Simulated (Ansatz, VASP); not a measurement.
# MnSb in VASP and in Ansatz

```
Sb Mn
1.0
     4.15700    0.00000    0.00000
    -2.07850    3.60007    0.00000
     0.00000    0.00000   11.53000
Sb Mn
4 4
Direct
  0.33333 0.66667 0.12500
  0.33333 0.66667 0.62500
  0.66667 0.33333 0.37500
  0.66667 0.33333 0.87500
  0.00000 0.00000 0.00000
  0.00000 0.00000 0.50000
  0.00000 0.00000 0.25000
  0.00000 0.00000 0.75000
```

Alike in both runs: task single point; functional LDA; k mesh 7 × 7 × 2; occupations fermi-dirac, width 0.1 eV; collinear spin.

|  | VASP | Ansatz |
| --- | --- | --- |
| version | VASP 6.6.1 | Ansatz 0.2.0 |
| potentials or method | VASP PAW LDA potentials, release 64 (Sb, Mn_pv), cutoff 520 eV | PAW, plane waves, scalar-relativistic |
| valence electrons in the cell | 72 | 120 |

|  | VASP | Ansatz | Ansatz less VASP |
| --- | --- | --- | --- |
| pressure (GPa) | -19.5 | -11.4 | +8.09 |
| traceless stress, the component that is largest in VASP (GPa) | -2.90 | -0.26 | +2.643 |
| rms of the force components (eV/Å) | 0.234 | 0.040 | -0.1940 |
| net moment per atom (μB) | 0.39 | 0.79 | +0.395 |
| size of the moment on the site where the two differ most (μB) | 0.02 | 3.23 | +3.215 |

The net moments are unlike, so the other rows may belong to different states. LDA's correlation is that of Perdew and Zunger in VASP and of Perdew and Wang (1992) in Ansatz. Site moments also hang on the region over which each program counts them. Atom by atom the forces differ by 0.210 eV/Å (rms over components). VASP's potentials hold 72 valence electrons a cell and Ansatz's 120, so a difference there can come from the potentials and not from the codes.

Spin-orbit coupling is off throughout.
